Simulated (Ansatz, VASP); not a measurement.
## GaN: VASP beside Ansatz

```
Ga N
1.0
     3.19247    0.00000    0.00000
    -1.59624    2.76476    0.00000
     0.00000    0.00000    5.20316
Ga N
2 2
Direct
  0.33333 0.66667 0.99924
  0.66667 0.33333 0.49924
  0.33333 0.66667 0.37576
  0.66667 0.33333 0.87576
```

Alike in both runs: functional revPBE; dispersion D3(BJ); k mesh 12 × 12 × 4; no spin polarisation.

Ansatz relaxed the structure, and its values are those at the end. VASP's run is a single point on that final structure, the one shown.

```csv
,VASP,Ansatz
version,VASP 6.6.1,Ansatz 0.2.0
potentials or method,"VASP PAW PBE potentials, release 64 (Ga_d, N), cutoff 520 eV","plane waves, PAW"
occupations,"gaussian, width 0.01 eV",fixed
valence electrons in the cell,36,36
```

|  | VASP | Ansatz | Ansatz less VASP |
| --- | --- | --- | --- |
| pressure (GPa) | -0.2 | 0.0 | +0.18 |

VASP's potentials were made for PBE, not for revPBE.
